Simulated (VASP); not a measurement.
Write the native input for VASP 6.6.1 that does the following.

```
Task                   : electric field gradients
Functional             : PBEsol
Potentials or basis    : VASP PAW PBE potentials, release 64 (Ba_sv, S)
Cutoff                 : 520 eV
k mesh                 : 8 × 8 × 8
Occupations            : fermi-dirac, width 0.02 eV
Spin                   : no spin polarisation
Dipole correction      : no
Further INCAR settings : ALGO = Normal; EDIFF = 1e-08; NBANDS = 15
```

The structure of BaS lies in POSCAR:

```
BaS
1.0
    0.0000000000      3.2201458251      3.2201458251
    3.2201458251      0.0000000000      3.2201458251
    3.2201458251      3.2201458251      0.0000000000
Ba S
1 1
Direct
    0.0000000000      0.0000000000      0.0000000000
    0.5000000000      0.5000000000      0.5000000000
```

One way to write it, as run:

INCAR

```
PREC = Accurate
ENCUT = 520
EDIFF = 1E-8
ISMEAR = -1
SIGMA = 0.02
LREAL = F
LASPH = T
NELM = 80
ALGO = Normal
ISIF = 2
LWAVE = F
LCHARG = F
GGA = PS
LEFG = T
NBANDS = 15
```

KPOINTS

```
regular mesh
0
Gamma
  8 8 8
```

Potentials or basis: VASP PAW PBE potentials, release 64 (Ba_sv, S).

Launch:

```console
$ cat potpaw_PBE.64/Ba_sv/POTCAR potpaw_PBE.64/S/POTCAR > POTCAR
$ mpirun -np 1 vasp_std > vasp.out
```

Results of the run:

```yaml
Pressure: -1.5 GPa
Band_gap_on_the_k_mesh: 2.03 eV (least direct gap 2.18 eV)
Largest_electric_field_gradient_by_atom: under 0.05 V/Å² on every atom
```

Caveat: the PAW data sets were made with another functional, which shifts forces and pressure a little; spin-orbit coupling is left out, which moves the levels of the heavy elements.

Run time: 52 s on 1 thread of Intel Xeon 8259CL, with other jobs on the host, peak memory 0.21 GiB.
